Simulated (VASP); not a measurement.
# Zr (Fd-3m) in VASP: single point with PBEsol

Aim: the single point of Zr with PBEsol.

All numbers are computed with VASP 6.6.1; they aren't measurements. Logs are shortened: lines on timing, memory, paths and dates and some standing lists are left out, and cuts for length are marked.

## 1. The cell of the first run

It takes space group Fd-3m (No. 227, cubic). The conventional cell has a = 6.137 Å, b = 6.137 Å, c = 6.137 Å, α = 90.00°, β = 90.00°, γ = 90.00°. Zr (site symmetry -43m) has 4 Zr at 2.66 Å within 3.5 Å.

## 2. Single point, PBEsol

Input file INCAR:

```
SYSTEM = Zr
  ALGO = Fast
  EDIFF = 1E-6
  ENCUT = 520
  GGA = PS
  ISIF = 2
  ISMEAR = 0
  LASPH = .TRUE.
  LCHARG = .TRUE.
  LELF = .TRUE.
  LREAL = .FALSE.
  LVHAR = .TRUE.
  LWAVE = .FALSE.
  NBANDS = 19
  NELM = 100
  PREC = Accurate
  SIGMA = 0.1
```

Input file KPOINTS:

```
k-points
0
G
  16 16 16
  0 0 0
```

Input file POSCAR:

```
Zr
1.0
    0.0000000000      3.0686070238      3.0686070238
    3.0686070238      0.0000000000      3.0686070238
    3.0686070238      3.0686070238      0.0000000000
Zr
2
Direct
    0.0000000000      0.0000000000      0.0000000000
    0.2500000000      0.2500000000      0.2500000000
```

Potentials or basis: VASP PAW PBE potentials, release 64 (Zr_sv).

Run with:

```sh
$ cat potpaw_PBE.64/Zr_sv/POTCAR > POTCAR
$ mpirun -np 1 vasp_std > vasp.out
```

OUTCAR:

```text
SYSTEM = Zr
   EDIFF = 1E-6
   ENCUT = 520
   GGA = PS
   ISIF = 2
   ISMEAR = 0
   LASPH = .TRUE.
   LREAL = .FALSE.
   NELM = 100
   PREC = Accurate

 ion  position               nearest neighbor table
   1  0.000  0.000  0.000-   2 2.66   2 2.66   2 2.66   2 2.66
   2  0.250  0.250  0.250-   1 2.66   1 2.66   1 2.66   1 2.66

  LATTYP: Found a face centered cubic cell.
 ALAT       =     6.1372140476

  Lattice vectors:

 A1 = (   0.0000000000,   3.0686070238,   3.0686070238)
 A2 = (   3.0686070238,   0.0000000000,   3.0686070238)
 A3 = (   3.0686070238,   3.0686070238,   0.0000000000)

Analysis of symmetry for initial positions (statically):
=====================================================================
 Subroutine PRICEL returns:
 Original cell was already a primitive cell.

 Routine SETGRP: Setting up the symmetry group for a
 face centered cubic supercell.

 Subroutine GETGRP returns: Found 48 space group operations
 (whereof 24 operations were pure point group operations)
 out of a pool of 48 trial point group operations.

The static configuration has the point symmetry T_d .
 The point group associated with its full space group is O_h .

Analysis of symmetry for dynamics (positions and initial velocities):
=====================================================================
 Subroutine PRICEL returns:
 Original cell was already a primitive cell.

 Routine SETGRP: Setting up the symmetry group for a
 face centered cubic supercell.

 Subroutine GETGRP returns: Found 48 space group operations
 (whereof 24 operations were pure point group operations)
 out of a pool of 48 trial point group operations.

The dynamic configuration has the point symmetry T_d .
 The point group associated with its full space group is O_h .

 Subroutine INISYM returns: Found 48 space group operations
 (whereof 24 operations are pure point group operations),
 and found     1 'primitive' translations

----------------------------------------------------------------------------------------

                                     Primitive cell

  volume of cell :      57.7901

  direct lattice vectors                    reciprocal lattice vectors
     0.000000000  3.068607024  3.068607024    -0.162940382  0.162940382  0.162940382
     3.068607024  0.000000000  3.068607024     0.162940382 -0.162940382  0.162940382
     3.068607024  3.068607024  0.000000000     0.162940382  0.162940382 -0.162940382

  length of vectors
     4.339665671  4.339665671  4.339665671     0.282221020  0.282221020  0.282221020

  position of ions in fractional coordinates (direct lattice)
     0.000000000  0.000000000  0.000000000
     0.250000000  0.250000000  0.250000000

  ion indices of the primitive-cell ions
   primitive index   ion index
                 1           1
                 2           2

----------------------------------------------------------------------------------------

 KPOINTS: k-points

Automatic generation of k-mesh.
 Grid dimensions read from file:
 generate k-points for:   16   16   16

 Generating k-lattice:

  Cartesian coordinates                     Fractional coordinates (reciprocal lattice)
    -0.010183774  0.010183774  0.010183774     0.062500000  0.000000000  0.000000000
     0.010183774 -0.010183774  0.010183774     0.000000000  0.062500000  0.000000000
     0.010183774  0.010183774 -0.010183774     0.000000000  0.000000000  0.062500000

  Length of vectors
     0.017638814  0.017638814  0.017638814

  Shift w.r.t. Gamma in fractional coordinates (k-lattice)
     0.000000000  0.000000000  0.000000000

 Subroutine IBZKPT returns following result:
 ===========================================

 Found    145 irreducible k-points:

 Following reciprocal coordinates:
            Coordinates               Weight
  0.000000  0.000000  0.000000      1.000000
  0.062500  0.000000  0.000000      8.000000
  0.125000  0.000000  0.000000      8.000000
  0.187500  0.000000  0.000000      8.000000
  0.250000  0.000000  0.000000      8.000000
  0.312500  0.000000  0.000000      8.000000
[... 16 lines left out ...]
 -0.125000  0.062500  0.000000     24.000000
 -0.062500  0.062500  0.000000     12.000000
 [... further k-points ...]
   k-points           NKPTS =    145   k-points in BZ     NKDIM =    145   number of bands    NBANDS=     19
   number of dos      NEDOS =    301   number of ions     NIONS =      2
   total plane-waves  NPLWV =  32768
   dimension x,y,z NGX =    32 NGY =   32 NGZ =   32
   dimension x,y,z NGXF=    64 NGYF=   64 NGZF=   64
   ions per type =               2
   NGX,Y,Z   is equivalent  to a cutoff of  12.26, 12.26, 12.26 a.u.
   NGXF,Y,Z  is equivalent  to a cutoff of  24.52, 24.52, 24.52 a.u.
 SYSTEM =  Zr
   PREC   = accura    normal or accurate (medium, high low for compatibility)
   ISTART =      0    job   : 0-new  1-cont  2-samecut
   ICHARG =      2    charge: 1-file 2-atom 10-const
   ISPIN  =      1    spin polarized calculation?
   LNONCOLLINEAR =      F non collinear calculations
   LSORBIT =      F    spin-orbit coupling
   LASPH  =      T    aspherical Exc in radial PAW
   ENCUT  =  520.0 eV  38.22 Ry    6.18 a.u.   8.07  8.07  8.07*2*pi/ulx,y,z
   NELM   =    100;   NELMIN=  2; NELMDL= -5     # of ELM steps
   EDIFF  = 0.1E-05   stopping-criterion for ELM
   LREAL  =      F    real-space projection
   EDIFFG = 0.1E-04   stopping-criterion for IOM
   NSW    =      0    number of steps for IOM
   IBRION =     -1    ionic relax: 0-MD 1-quasi-New 2-CG
   NFREE  =      0    steps in history (QN), initial steepest desc. (CG)
   ISIF   =      2    stress and relaxation
   ISYM   =      2    0-nonsym 1-usesym 2-fastsym
   POTIM  = 0.5000    time-step for ionic-motion
   TEBEG  =    0.0;   TEEND  =   0.0 temperature during run
   PSTRESS=    0.0 pullay stress
   NELECT =      24.0000    total number of electrons
   NUPDOWN=      -1.0000    fix difference up-down
   EMIN   =  10.00;   EMAX   =-10.00  energy-range for DOS
   EFERMI =   0.00;   METHOD = LEGACY
   ISMEAR =     0;   SIGMA  =   0.10  broadening in eV -4-tet -1-fermi 0-gaus
   EFERMI_NEDOS =   21; number of points for ismear=-14 and -15
   IALGO  =     68    algorithm
   IMIX   =      4    mixing-type and parameters
     AMIX     =   0.40;   BMIX     =  1.00
     AMIX_MAG =   1.60;   BMIX_MAG =  1.00
  volume/ion in A,a.u.               =      28.90       194.99
  Fermi-wavevector in a.u.,A,eV,Ry     =   1.221408  2.308126 20.297670  1.491837
  Thomas-Fermi vector in A             =   2.356591
   LORBIT       =      0    0 simple, 1 ext, 2 COOP (PROOUT), +10 PAW based schemes
   GGA     = PS    functional components
   LHFCALC =     F    Hartree Fock is set to
   AEXX    =    0.0000 exact exchange contribution
   IVDW    =     0    specifies the selected vdW correction
   LEPSILON=     F    determine dielectric tensor
   LRPA    =     F    only Hartree local field effects (RPA)
 non-spin polarized calculation
 RMM-DIIS sequential band-by-band and
 Gauss-broadening in eV      SIGMA  =   0.10
  energy-cutoff  :      520.00
  volume of cell :       57.79
 maximum number of plane-waves:      1588
   NGX = 17   NGY = 17   NGZ = 17

 number of electron      24.0000000 magnetization

 Free energy of the ion-electron system (eV)
  ---------------------------------------------------
  ext. energy  EPLUGINS =         0.00000000
  ---------------------------------------------------
  free energy    TOTEN  =       -13.28285652 eV

  energy without entropy =      -13.25731352  energy(sigma->0) =      -13.27008502

 E-fermi :   6.0372     XC(G=0):  -9.9450

 val. band max:        6.0362140605   @ k =  -0.4375   0.1250   0.0625
 cond. band min:       6.0380658769   @ k =  -0.4375   0.4375   0.0625
 fundamental gap:      0.0018518164
 Fermi energy:         6.0372223449

 k-point     1 :       0.0000    0.0000    0.0000
  band No.  band energies     occupation
      1     -42.7899      2.00000
      2     -42.0762      2.00000
      3     -21.1893      2.00000
      4     -21.1893      2.00000
      5     -21.1893      2.00000
      6     -20.0272      2.00000
[... 11 lines left out ...]
     18      11.9137      0.00000
     19      11.9137      0.00000

 k-point     2 :       0.0625    0.0000    0.0000
  band No.  band energies     occupation
      1     -42.7850      2.00000
      2     -42.0815      2.00000
      3     -21.1954      2.00000
      4     -21.1954      2.00000
      5     -21.1894      2.00000
      6     -20.0272      2.00000
[... 11 lines left out ...]
     18      11.8985      0.00000
     19      11.8985      0.00000

 k-point     3 :       0.1250    0.0000    0.0000
  band No.  band energies     occupation
      1     -42.7705      2.00000
      2     -42.0973      2.00000
      3     -21.2122      2.00000
      4     -21.2122      2.00000
      5     -21.1897      2.00000
      6     -20.0266      2.00000
[... 11 lines left out ...]
     18      11.8513      0.00000
     19      11.8513      0.00000

 k-point     4 :       0.1875    0.0000    0.0000
  band No.  band energies     occupation
      1     -42.7476      2.00000
      2     -42.1221      2.00000
      3     -21.2365      2.00000
      4     -21.2365      2.00000
      5     -21.1905      2.00000
      6     -20.0253      2.00000
[... 11 lines left out ...]
     18      11.7674      0.00000
     19      11.7674      0.00000

 k-point     5 :       0.2500    0.0000    0.0000
  band No.  band energies     occupation
      1     -42.7179      2.00000
      2     -42.1540      2.00000
      3     -21.2638      2.00000
      4     -21.2638      2.00000
      5     -21.1922      2.00000
      6     -20.0227      2.00000
[... 11 lines left out ...]
     18      11.6388      0.00000
     19      11.6388      0.00000
[... 334 lines left out ...]
      2     -42.1701      2.00000
      3     -21.3075      2.00000
      4     -21.2665      2.00000
      5     -21.1667      2.00000
      6     -20.0469      2.00000
[... 11 lines left out ...]
     18      11.2427      0.00000
     19      11.8434      0.00000

 k-point    22 :      -0.1875    0.0625    0.0000
  band No.  band energies     occupation
      1     -42.7342      2.00000
      2     -42.1366      2.00000
      3     -21.2766      2.00000
      4     -21.2393      2.00000
      5     -21.1711      2.00000
      6     -20.0440      2.00000
[... 11 lines left out ...]
     18      11.4509      0.00000
     19      11.9414      0.00000

 k-point    23 :      -0.1250    0.0625    0.0000
  band No.  band energies     occupation
      1     -42.7595      2.00000
      2     -42.1092      2.00000
      3     -21.2447      2.00000
      4     -21.2157      2.00000
      5     -21.1767      2.00000
      6     -20.0396      2.00000
[... 11 lines left out ...]
     18      11.6303      0.00000
     19      11.9752      0.00000

 k-point    24 :      -0.0625    0.0625    0.0000
  band No.  band energies     occupation
      1     -42.7769      2.00000
      2     -42.0904      2.00000
      3     -21.2160      2.00000
      4     -21.2000      2.00000
      5     -21.1831      2.00000
      6     -20.0336      2.00000
[... 11 lines left out ...]
     18      11.7814      0.00000
     19      11.9574      0.00000

 [... further k-points ...]
[... 5 lines left out ...]
  --------------------------------------------------------------------------------------
  -------------------------------------------------------------------------------------
  Total        0.2830926      0.2830926      0.2830926      0.0000000      0.0000000     -0.0000000
  in kB        7.8484756      7.8484756      7.8484756      0.0000000      0.0000000     -0.0000000
  external PRESSURE =       7.8484756 kB  Pullay stress =       0.0000000 kB

 VOLUME and BASIS-vectors are now :
 -----------------------------------------------------------------------------
  energy-cutoff  :      520.00
  volume of cell :       57.79
      direct lattice vectors                 reciprocal lattice vectors
     0.000000000  3.068607024  3.068607024    -0.162940382  0.162940382  0.162940382
     3.068607024  0.000000000  3.068607024     0.162940382 -0.162940382  0.162940382
     3.068607024  3.068607024  0.000000000     0.162940382  0.162940382 -0.162940382

 POSITION                                       TOTAL-FORCE (eV/Angst)
 -----------------------------------------------------------------------------------
      0.00000      0.00000      0.00000        -0.000000     -0.000000     -0.000000
      1.53430      1.53430      1.53430         0.000000      0.000000      0.000000
 -----------------------------------------------------------------------------------
    total drift:                               -0.000000      0.000000      0.000000

  FREE ENERGIE OF THE ION-ELECTRON SYSTEM (eV)
  ---------------------------------------------------
  free  energy   TOTEN  =       -13.2828565161 eV

  energy  without entropy=      -13.2573135237  energy(sigma->0) =      -13.27008502
```

Wall time 2.4 min (1 thread of Intel Xeon Platinum 8259CL at 2.50GHz (Skylake/Cascade Lake), shared host); peak memory 0.27 GiB.

Results:

```
Free energy            : -13.2829 eV
Pressure               : 0.8 GPa
Band gap on the k mesh : zero (band 12 reaches 6.11 eV, above the bottom of band 13 at 5.85 eV)
```

Caveat: the PAW data sets were made with another functional, which shifts forces and pressure a little.
